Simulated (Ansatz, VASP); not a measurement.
**Two plane-wave programs on As**

The input INCAR:

```
  PREC = Accurate
  ENCUT = 400
  EDIFF = 1E-6
  ISMEAR = 0
  SIGMA = 0.1
  LREAL = F
  LASPH = T
  NELM = 120
  ALGO = Normal
  ISIF = 2
  LWAVE = F
  LCHARG = T
  LDIPOL = T
  IDIPOL = 3
  DIPOL = 0.5 0.5 0.500
  GGA = PE
  LELF = T
  LVHAR = T
  LVACPOTAV = T
  NBANDS = 12
  GGA_COMPAT = F
  NELMDL = -8
```

File KPOINTS:

```
Automatic mesh
0
Gamma
  6 6 1
```

File POSCAR:

```
As
1.0
    3.4427833217      0.0000000000      0.0000000000
   -1.7213916608      2.9815378163      0.0000000000
    0.0000000000      0.0000000000     28.0000000000
As
2
Direct
    0.3333333333      0.6666666667      0.5233750000
    0.6666666667      0.3333333333      0.4766250000
```

Input for Ansatz:

```yaml
crystal:
  lattice:
    - [3.4427833217, 0.0, 0.0]
    - [-1.7213916608, 2.9815378163, 0.0]
    - [0.0, 0.0, 28.0]
  atoms:
    - { symbol: As, position: [0.3333333333, 0.6666666667, 0.523375] }
    - { symbol: As, position: [0.6666666667, 0.3333333333, 0.476625] }
  periodic: [true, true, false]
basis:
  ecutwfc: 420
kpoints:
  mp_grid: { grid: [6, 6, 1] }
hamiltonian:
  xc: pbe
scf:
  occupations: { method: gaussian, width: 0.1 }
output:
  forces: true
  stress: true
  eigenvalues: true
```

Alike in both runs: task single point; functional PBE; k mesh 6 × 6 × 1; occupations gaussian, width 0.1 eV; no spin polarisation.

```csv
,VASP,Ansatz
version,VASP 6.6.1,Ansatz 0.2.0
potentials or method,"VASP PAW PBE potentials, release 64 (As), cutoff 400 eV","scalar-relativistic, plane waves, PAW"
valence electrons in the cell,10,30
```

```tsv
	VASP	Ansatz	Ansatz less VASP
gap on the k mesh at the Fermi level (eV)	1.70	1.70	-0.003
least direct gap on the mesh (eV)	2.31	2.35	+0.040
rms of the force components (eV/Å)	1.182	1.092	-0.0908
```

Atom by atom the forces differ by 0.091 eV/Å (rms over components). VASP's potentials hold 10 valence electrons a cell and Ansatz's 30, so a difference there can come from the potentials and not from the codes.
